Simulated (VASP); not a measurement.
# ZnS (Cm) in VASP: notebook

Runs on ZnS. Level: r2SCAN. Tasks: single point.

Program: VASP 6.6.1. These are calculated values, not measurements. Logs are shortened: lines on timing, memory, paths and dates and some standing lists are left out, and cuts for length are marked.

### 1 The cell of the first run

It takes space group Cm (No. 8, monoclinic). The conventional cell has a = 6.625 Å, b = 3.825 Å, c = 3.825 Å, α = 90.00°, β = 125.26°, γ = 90.00°. Zn (site symmetry m) has 4 S at 2.26 to 2.42 Å within 3.0 Å. Within 3.0 Å of S (site symmetry m) lie 4 Zn at 2.26 to 2.42 Å.

### 2 Single point, r2SCAN

Contents of POSCAR:

```
ZnS
1.0
    0.0000000000      2.7046500000      2.7046500000
    2.7046500000      0.0000000000      2.7046500000
    2.7046500000      2.7046500000      0.0000000000
Zn S
1 1
Direct
    0.0000000000      0.0000000000      0.0000000000
    0.7761441141      0.7500000000      0.7500000000
```

Contents of INCAR.step1:

```
ALGO     = Normal         # electronic algorithm
EDIFF    = 1E-4           # SCF threshold, eV
ENCUT    = 520            # plane-wave cutoff, eV
GGA      = PE             # functional
ISMEAR   = 0              # smearing method
LASPH    = True           # aspherical terms in the spheres
LCHARG   = False          # write CHGCAR
LREAL    = False          # projectors in reciprocal space
LWAVE    = True           # write WAVECAR
NBANDS   = 16             # bands
NELM     = 80             # most SCF steps
PREC     = Accurate       # precision mode
SIGMA    = 0.05           # smearing width, eV
```

Contents of INCAR.step2:

```
ALGO     = Normal         # electronic algorithm
EDIFF    = 1E-6           # SCF threshold, eV
ENCUT    = 520            # plane-wave cutoff, eV
ISIF     = 2              # what is computed and relaxed
ISMEAR   = 0              # smearing method
ISTART   = 1            
LASPH    = True           # aspherical terms in the spheres
LCHARG   = True           # write CHGCAR
LELF     = True           # ELF
LMIXTAU  = True         
LREAL    = False          # projectors in reciprocal space
LVHAR    = True         
LWAVE    = False          # write WAVECAR
METAGGA  = R2SCAN         # meta-GGA
NBANDS   = 16             # bands
NELM     = 80             # most SCF steps
PREC     = Accurate       # precision mode
SIGMA    = 0.05           # smearing width, eV
```

Contents of KPOINTS:

```
k-points
0
Gamma
  8 8 8
```

Potentials or basis: VASP PAW PBE potentials, release 64 (Zn, S).

On the command line:

```sh
> cat potpaw_PBE.64/Zn/POTCAR potpaw_PBE.64/S/POTCAR > POTCAR
> cp INCAR.step1 INCAR
> mpirun -np 1 vasp_std > vasp.out
> cp INCAR.step2 INCAR
> mpirun -np 1 vasp_std > vasp.out
```

OUTCAR:

```text
EDIFF = 1E-6
   ENCUT = 520
   ISIF = 2
   ISMEAR = 0
   ISTART = 1
   LASPH = True
   LREAL = False
   METAGGA = R2SCAN
   NELM = 80
   PREC = Accurate

 ion  position               nearest neighbor table
   1  0.000  0.000  0.000-   2 2.26   2 2.34   2 2.34   2 2.42
   2  0.776  0.750  0.750-   1 2.26   1 2.34   1 2.34   1 2.42

  LATTYP: Found a face centered cubic cell.
 ALAT       =     5.4093000000

  Lattice vectors:

 A1 = (   0.0000000000,   2.7046500000,   2.7046500000)
 A2 = (   2.7046500000,   0.0000000000,   2.7046500000)
 A3 = (   2.7046500000,   2.7046500000,   0.0000000000)

Analysis of symmetry for initial positions (statically):
=====================================================================
 Subroutine PRICEL returns:
 Original cell was already a primitive cell.

 Routine SETGRP: Setting up the symmetry group for a
 face centered cubic supercell.

 Subroutine GETGRP returns: Found  2 space group operations
 (whereof  2 operations were pure point group operations)
 out of a pool of 48 trial point group operations.

The static configuration has the point symmetry C_1h.

Analysis of symmetry for dynamics (positions and initial velocities):
=====================================================================
 Subroutine PRICEL returns:
 Original cell was already a primitive cell.

 Routine SETGRP: Setting up the symmetry group for a
 face centered cubic supercell.

 Subroutine GETGRP returns: Found  2 space group operations
 (whereof  2 operations were pure point group operations)
 out of a pool of 48 trial point group operations.

The dynamic configuration has the point symmetry C_1h.

 Subroutine INISYM returns: Found  2 space group operations
 (whereof  2 operations are pure point group operations),
 and found     1 'primitive' translations

----------------------------------------------------------------------------------------

                                     Primitive cell

  volume of cell :      39.5697

  direct lattice vectors                    reciprocal lattice vectors
     0.000000000  2.704650000  2.704650000    -0.184866803  0.184866803  0.184866803
     2.704650000  0.000000000  2.704650000     0.184866803 -0.184866803  0.184866803
     2.704650000  2.704650000  0.000000000     0.184866803  0.184866803 -0.184866803

  length of vectors
     3.824952711  3.824952711  3.824952711     0.320198696  0.320198696  0.320198696

  position of ions in fractional coordinates (direct lattice)
     0.000000000  0.000000000  0.000000000
     0.776144114  0.750000000  0.750000000

  ion indices of the primitive-cell ions
   primitive index   ion index
                 1           1
                 2           2

----------------------------------------------------------------------------------------

 KPOINTS: k-points

Automatic generation of k-mesh.
 Grid dimensions read from file:
 generate k-points for:    8    8    8

 Generating k-lattice:

  Cartesian coordinates                     Fractional coordinates (reciprocal lattice)
    -0.023108350  0.023108350  0.023108350     0.125000000  0.000000000  0.000000000
     0.023108350 -0.023108350  0.023108350     0.000000000  0.125000000  0.000000000
     0.023108350  0.023108350 -0.023108350     0.000000000  0.000000000  0.125000000

  Length of vectors
     0.040024837  0.040024837  0.040024837

  Shift w.r.t. Gamma in fractional coordinates (k-lattice)
     0.000000000  0.000000000  0.000000000

 Subroutine IBZKPT returns following result:
 ===========================================

 Found    150 irreducible k-points:

 Following reciprocal coordinates:
            Coordinates               Weight
  0.000000  0.000000  0.000000      1.000000
  0.125000  0.000000  0.000000      2.000000
  0.000000  0.125000  0.000000      4.000000
  0.125000  0.125000  0.125000      2.000000
  0.250000  0.000000  0.000000      2.000000
  0.000000  0.250000  0.000000      4.000000
[... 16 lines left out ...]
  0.375000  0.125000  0.000000      4.000000
  0.000000  0.375000  0.125000      4.000000
 [... further k-points ...]
   k-points           NKPTS =    150   k-points in BZ     NKDIM =    150   number of bands    NBANDS=     16
   number of dos      NEDOS =    301   number of ions     NIONS =      2
   total plane-waves  NPLWV =  21952
   dimension x,y,z NGX =    28 NGY =   28 NGZ =   28
   dimension x,y,z NGXF=    56 NGYF=   56 NGZF=   56
   ions per type =               1   1
   NGX,Y,Z   is equivalent  to a cutoff of  12.17, 12.17, 12.17 a.u.
   NGXF,Y,Z  is equivalent  to a cutoff of  24.34, 24.34, 24.34 a.u.
 SYSTEM =  unknown system
   PREC   = accura    normal or accurate (medium, high low for compatibility)
   ISTART =      1    job   : 0-new  1-cont  2-samecut
   ICHARG =      0    charge: 1-file 2-atom 10-const
   ISPIN  =      1    spin polarized calculation?
   LNONCOLLINEAR =      F non collinear calculations
   LSORBIT =      F    spin-orbit coupling
   LASPH  =      T    aspherical Exc in radial PAW
   ENCUT  =  520.0 eV  38.22 Ry    6.18 a.u.   7.11  7.11  7.11*2*pi/ulx,y,z
   NELM   =     80;   NELMIN=  2; NELMDL=  0     # of ELM steps
   EDIFF  = 0.1E-05   stopping-criterion for ELM
   LREAL  =      F    real-space projection
   EDIFFG = 0.1E-04   stopping-criterion for IOM
   NSW    =      0    number of steps for IOM
   IBRION =     -1    ionic relax: 0-MD 1-quasi-New 2-CG
   NFREE  =      0    steps in history (QN), initial steepest desc. (CG)
   ISIF   =      2    stress and relaxation
   ISYM   =      2    0-nonsym 1-usesym 2-fastsym
   POTIM  = 0.5000    time-step for ionic-motion
   TEBEG  =    0.0;   TEEND  =   0.0 temperature during run
   PSTRESS=    0.0 pullay stress
   NELECT =      18.0000    total number of electrons
   NUPDOWN=      -1.0000    fix difference up-down
   EMIN   =  10.00;   EMAX   =-10.00  energy-range for DOS
   EFERMI =   0.00;   METHOD = LEGACY
   ISMEAR =     0;   SIGMA  =   0.05  broadening in eV -4-tet -1-fermi 0-gaus
   EFERMI_NEDOS =   21; number of points for ismear=-14 and -15
   IALGO  =     38    algorithm
   IMIX   =      4    mixing-type and parameters
     AMIX     =   0.40;   BMIX     =  1.00
     AMIX_MAG =   1.60;   BMIX_MAG =  1.00
  volume/ion in A,a.u.               =      19.78       133.51
  Fermi-wavevector in a.u.,A,eV,Ry     =   1.259055  2.379268 21.568210  1.585219
  Thomas-Fermi vector in A             =   2.392634
   LORBIT       =      0    0 simple, 1 ext, 2 COOP (PROOUT), +10 PAW based schemes
   METAGGA = R2SCAN    functional components
   LHFCALC =     F    Hartree Fock is set to
   AEXX    =    0.0000 exact exchange contribution
   IVDW    =     0    specifies the selected vdW correction
   LEPSILON=     F    determine dielectric tensor
   LRPA    =     F    only Hartree local field effects (RPA)
 non-spin polarized calculation
 Gauss-broadening in eV      SIGMA  =   0.05
  energy-cutoff  :      520.00
  volume of cell :       39.57
 maximum number of plane-waves:      1090
   NGX = 15   NGY = 15   NGZ = 15

 number of electron      18.0000000 magnetization

 Free energy of the ion-electron system (eV)
  ---------------------------------------------------
  ext. energy  EPLUGINS =         0.00000000
  ---------------------------------------------------
  free energy    TOTEN  =       -18.83624393 eV

  energy without entropy =      -18.83624393  energy(sigma->0) =      -18.83624393

 E-fermi :   2.0770     XC(G=0): -10.2681

 val. band max:        1.8729269782   @ k =   0.0000   0.0000   0.0000
 cond. band min:       4.4695332694   @ k =   0.0000   0.0000   0.0000
 fundamental gap:      2.5966062912
 Fermi energy:         2.0770021070

 k-point     1 :       0.0000    0.0000    0.0000
  band No.  band energies     occupation
      1     -11.8605      2.00000
      2      -4.7768      2.00000
      3      -4.7037      2.00000
      4      -4.6286      2.00000
      5      -4.1618      2.00000
      6      -4.1604      2.00000
[... 8 lines left out ...]
     15      14.0997      0.00000
     16      14.2947      0.00000

 k-point     2 :       0.1250    0.0000    0.0000
  band No.  band energies     occupation
      1     -11.7451      2.00000
      2      -4.7579      2.00000
      3      -4.6888      2.00000
      4      -4.6214      2.00000
      5      -4.1622      2.00000
      6      -4.1600      2.00000
[... 8 lines left out ...]
     15      13.5401      0.00000
     16      15.1529      0.00000

 k-point     3 :       0.0000    0.1250    0.0000
  band No.  band energies     occupation
      1     -11.7418      2.00000
      2      -4.7579      2.00000
      3      -4.6917      2.00000
      4      -4.6121      2.00000
      5      -4.1634      2.00000
      6      -4.1617      2.00000
[... 8 lines left out ...]
     15      13.4932      0.00000
     16      15.1085      0.00000

 k-point     4 :       0.1250    0.1250    0.1250
  band No.  band energies     occupation
      1     -11.7386      2.00000
      2      -4.7753      2.00000
      3      -4.6737      2.00000
      4      -4.6045      2.00000
      5      -4.1649      2.00000
      6      -4.1640      2.00000
[... 8 lines left out ...]
     15      13.4438      0.00000
     16      15.0809      0.00000
[... 324 lines left out ...]
 k-point    22 :       0.1250    0.2500    0.2500
  band No.  band energies     occupation
      1     -11.4463      2.00000
      2      -4.7543      2.00000
      3      -4.5902      2.00000
      4      -4.5601      2.00000
      5      -4.1909      2.00000
      6      -4.1439      2.00000
[... 8 lines left out ...]
     15      14.1812      0.00000
     16      16.1001      0.00000

 k-point    23 :       0.3750    0.1250    0.0000
  band No.  band energies     occupation
      1     -11.1314      2.00000
      2      -4.6776      2.00000
      3      -4.6218      2.00000
      4      -4.4182      2.00000
      5      -4.1504      2.00000
      6      -4.1256      2.00000
[... 8 lines left out ...]
     15      15.1690      0.00000
     16      15.4466      0.00000

 k-point    24 :       0.0000    0.3750    0.1250
  band No.  band energies     occupation
      1     -11.1133      2.00000
      2      -4.6584      2.00000
      3      -4.5599      2.00000
      4      -4.4680      2.00000
      5      -4.1613      2.00000
      6      -4.1254      2.00000
[... 8 lines left out ...]
     15      15.1402      0.00000
     16      15.4782      0.00000

 [... further k-points ...]

------------------------ aborting loop because EDIFF is reached ----------------------------------------

  FORCE on cell =-STRESS in cart. coord.  units (eV):
  Direction    XX          YY          ZZ          XY          YZ          ZX
  --------------------------------------------------------------------------------------
  -------------------------------------------------------------------------------------
  Total       -0.0854973     -0.1281792     -0.1281792      0.3856205      0.1072142      0.3856186
  in kB       -3.4617842     -5.1899723     -5.1899723     15.6137581      4.3410991     15.6136831
  external PRESSURE =      -4.6139096 kB  Pullay stress =       0.0000000 kB

 VOLUME and BASIS-vectors are now :
 -----------------------------------------------------------------------------
  energy-cutoff  :      520.00
  volume of cell :       39.57
      direct lattice vectors                 reciprocal lattice vectors
     0.000000000  2.704650000  2.704650000    -0.184866803  0.184866803  0.184866803
     2.704650000  0.000000000  2.704650000     0.184866803 -0.184866803  0.184866803
     2.704650000  2.704650000  0.000000000     0.184866803  0.184866803 -0.184866803

 POSITION                                       TOTAL-FORCE (eV/Angst)
 -----------------------------------------------------------------------------------
      0.00000      0.00000      0.00000         0.117398      0.411896      0.411896
      4.05697      4.12769      4.12769        -0.117398     -0.411896     -0.411896
 -----------------------------------------------------------------------------------
    total drift:                                0.001608      0.005682      0.005682

  FREE ENERGIE OF THE ION-ELECTRON SYSTEM (eV)
  ---------------------------------------------------
  free  energy   TOTEN  =       -18.8362439293 eV

  energy  without entropy=      -18.8362439293  energy(sigma->0) =      -18.83624393
```

It took 4 min on 1 thread of Intel Xeon Platinum 8488C (Sapphire Rapids), shared host; peak memory 0.23 GiB.

What came out:

```yaml
Free_energy: -18.8362 eV
Pressure: -0.5 GPa
Largest_force: 0.594 eV/Å
Band_gap_on_the_k_mesh: 2.60 eV
```

Forces in eV/Å, atoms in the order of the input:
```
Zn   0.117  0.412  0.412
S   -0.117 -0.412 -0.412
```

Stress tensor (GPa, compression positive):
```
-0.35  1.56  1.56
 1.56 -0.52  0.43
 1.56  0.43 -0.52
```

Caveat: the cell differs from its parent crystal (all S atoms moved -0.100 Å, as atom 2 towards its neighbour atom 2 (S) at 3.825 Å); the PAW data sets were made with another functional, which shifts forces and pressure a little.

### 3 Single point, r2SCAN

POSCAR, as its differences from that of step 2:

```diff
@@ -9,2 +9,2 @@
     0.0000000000      0.0000000000      0.0000000000
-    0.7761441141      0.7500000000      0.7500000000
+    0.7303919144      0.7500000000      0.7500000000
```

Contents of INCAR.step1:

```
PREC     = Accurate       # precision mode
ENCUT    = 520            # plane-wave cutoff, eV
ISMEAR   = 0              # smearing method
SIGMA    = 0.05           # smearing width, eV
LREAL    = F              # projectors in reciprocal space
LASPH    = T              # aspherical terms in the spheres
NELM     = 100            # most SCF steps
NBANDS   = 16             # bands
GGA      = PE             # functional
ALGO     = Normal         # electronic algorithm
EDIFF    = 1E-4           # SCF threshold, eV
LWAVE    = T              # write WAVECAR
LCHARG   = F              # write CHGCAR
```

Contents of INCAR.step2:

```
PREC     = Accurate       # precision mode
ENCUT    = 520            # plane-wave cutoff, eV
EDIFF    = 1E-6           # SCF threshold, eV
ISMEAR   = 0              # smearing method
SIGMA    = 0.05           # smearing width, eV
LREAL    = F              # projectors in reciprocal space
LASPH    = T              # aspherical terms in the spheres
NELM     = 100            # most SCF steps
ALGO     = Normal         # electronic algorithm
ISIF     = 2              # what is computed and relaxed
LWAVE    = F              # write WAVECAR
LCHARG   = F              # write CHGCAR
METAGGA  = R2SCAN         # meta-GGA
LMIXTAU  = T            
NBANDS   = 16             # bands
ISTART   = 1
```

Contents of KPOINTS:

```
Automatic mesh
0
Gamma
  8 8 8
```

Potentials or basis: VASP PAW PBE potentials, release 64 (Zn, S).

On the command line:

```sh
> cat potpaw_PBE.64/Zn/POTCAR potpaw_PBE.64/S/POTCAR > POTCAR
> cp INCAR.step1 INCAR
> mpirun -np 1 vasp_std > vasp.out
> cp INCAR.step2 INCAR
> mpirun -np 1 vasp_std > vasp.out
```

Wall time 3.8 min (1 thread of Intel Xeon Platinum 8488C (Sapphire Rapids), shared host); peak memory 0.23 GiB.

The run converged. Its results:

```yaml
Free_energy: -18.8488 eV
Pressure: -0.6 GPa
Largest_force: 0.438 eV/Å
Band_gap_on_the_k_mesh: 2.61 eV
```

Forces on the atoms (eV/Å):
```
Zn   0.066 -0.306 -0.306
S   -0.066  0.306  0.306
```

Stress tensor (GPa, compression positive):
```
-0.55 -1.16 -1.16
-1.16 -0.65  0.24
-1.16  0.24 -0.65
```

Levels at points of the mesh, in eV from the valence-band top:
| k point | band 5 | band 6 | band 7 | band 8 | band 9 | band 10 | band 11 | band 12 | band 13 | band 14 |
| --- | --- | --- | --- | --- | --- | --- | --- | --- | --- | --- |
| (0.00, 0.00, 0.00) | -6.01 | -6.01 | -0.13 | -0.05 | 0.00 | 2.61 | 6.83 | 6.84 | 6.90 | 12.24 |
| (0.50, 0.00, 0.00) | -5.99 | -5.83 | -5.57 | -1.05 | -0.90 | 3.85 | 7.30 | 7.55 | 9.40 | 12.73 |
| (0.00, 0.50, 0.00) | -5.98 | -5.82 | -5.42 | -1.07 | -0.81 | 3.75 | 7.12 | 7.57 | 9.34 | 12.77 |
| (0.50, 0.50, 0.50) | -5.98 | -5.81 | -5.27 | -0.98 | -0.83 | 3.66 | 7.13 | 7.39 | 9.29 | 12.81 |
| (0.50, 0.50, 0.00) | -5.94 | -5.80 | -4.65 | -2.34 | -2.30 | 3.66 | 4.44 | 11.67 | 12.68 | 12.83 |
| (0.00, 0.50, 0.50) | -5.94 | -5.80 | -4.66 | -2.33 | -2.30 | 3.67 | 4.42 | 11.67 | 12.75 | 12.78 |

Caveat: the cell differs from its parent crystal (all S atoms moved +0.075 Å, as atom 2 towards its neighbour atom 2 (S) at 3.825 Å); the PAW data sets were made with another functional, which shifts forces and pressure a little.

[end of part 1 of 2]
